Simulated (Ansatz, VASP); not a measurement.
Li2Cl3: VASP beside Ansatz

```
Li Cl
1.0
     3.79331    0.00000    0.00000
    -1.89666    3.28510    0.00000
     0.00000    0.00000    7.88964
Li Cl
2 3
Direct
  0.33333 0.66667 0.20590
  0.66667 0.33333 0.79410
  0.00000 0.00000 0.00000
  0.33333 0.66667 0.66674
  0.66667 0.33333 0.33326
```

Alike in both runs: task relaxation of cell and atoms; functional PBE; k mesh 12 × 12 × 6; occupations gaussian, width 0.1 eV; no spin polarisation.

```csv
,VASP,Ansatz
version,VASP 6.6.1,Ansatz 0.2.0
potentials or method,"VASP PAW PBE potentials, release 64 (Li_sv, Cl), cutoff 600 eV","scalar-relativistic, plane waves, PAW"
valence electrons in the cell,27,27
```

```tsv
	VASP	Ansatz	Ansatz less VASP
gap on the k mesh at the Fermi level, each at its own relaxed structure (eV)	none	none	-
relaxed volume (Å³/atom)	19.88	19.91	+0.036
relaxed length of the cell vector where the two differ most in proportion (Å)	7.917	7.935	+0.0184
```

A gap of «none» marks a metal or a gap that the smearing closes.

Noted on VASP's run: the cutoff is under 1.25 times that of the potentials, so the pressure is a little rough.
